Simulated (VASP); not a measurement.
TaN (TaN (P-62m)):

```xyz
6
Lattice="5.2085 0.0000 0.0000 -2.6042 4.5107 0.0000 0.0000 0.0000 2.9147" Properties=species:S:1:pos:R:3 pbc="T T T"
Ta    0.0000    0.0000    0.0000
Ta    0.0000    3.0071    1.4574
Ta    2.6042    1.5036    1.4574
N     2.0438    0.0000    0.0000
N     1.5824    2.7407    0.0000
N    -1.0219    1.7700    0.0000
```

```yaml
Program: VASP 6.6.1
Task: relaxation of cell and atoms
Functional: PBEsol
Potentials_or_basis: VASP PAW PBE potentials, release 64 (Ta_pv, N)
Cutoff: 600 eV
k_mesh: 9 × 9 × 13
Occupations: methfessel-paxton, width 0.1 eV
Spin: no spin polarisation
```

At the start: pressure -4.9 GPa; volume 11.41 Å³/atom.

Problem. How do energy, volume and symmetry change on relaxing?

Solution. Over 10 steps the energy falls by 2.8 meV/atom and the volume is 11.24 Å³/atom (-1.5 %); space group P-62m (No. 189, to 0.05 Å).

Step by step:
```
step  energy change (eV)  largest force (eV/Å)  pressure (GPa)  volume (Å³)
   1              0.0000                0.0368           -4.92        68.48
   2              0.0785                0.2046           13.11        65.06
   3             -0.0163                0.0869           -0.10        67.46
   4             -0.0163                0.0877            0.09        67.43
   5             -0.0168                0.0101            0.05        67.42
   6             -0.0168                0.0075            0.05        67.42
   7             -0.0168                0.0012           -0.12        67.45
   8             -0.0168                0.0015           -0.06        67.44
   9             -0.0168                0.0017            0.08        67.41
  10             -0.0169                0.0017            0.01        67.42
```

Final structure:
```cif
data_structure
_symmetry_space_group_name_H-M 'P 1'
_symmetry_Int_Tables_number 1
_cell_length_a 5.1834
_cell_length_b 5.1834
_cell_length_c 2.8977
_cell_angle_alpha 90.000
_cell_angle_beta 90.000
_cell_angle_gamma 120.000
_cell_volume 67.42
loop_
_atom_site_label
_atom_site_type_symbol
_atom_site_fract_x
_atom_site_fract_y
_atom_site_fract_z
_atom_site_occupancy
Ta1 Ta 0.00000 0.00000 0.00000 1
Ta2 Ta 0.33333 0.66667 0.50000 1
Ta3 Ta 0.66667 0.33333 0.50000 1
N1 N 0.39332 0.00000 0.00000 1
N2 N 0.60668 0.60668 0.00000 1
N3 N 0.00000 0.39332 0.00000 1
```

Caveat: the PAW data sets were made with another functional, which shifts forces and pressure a little.
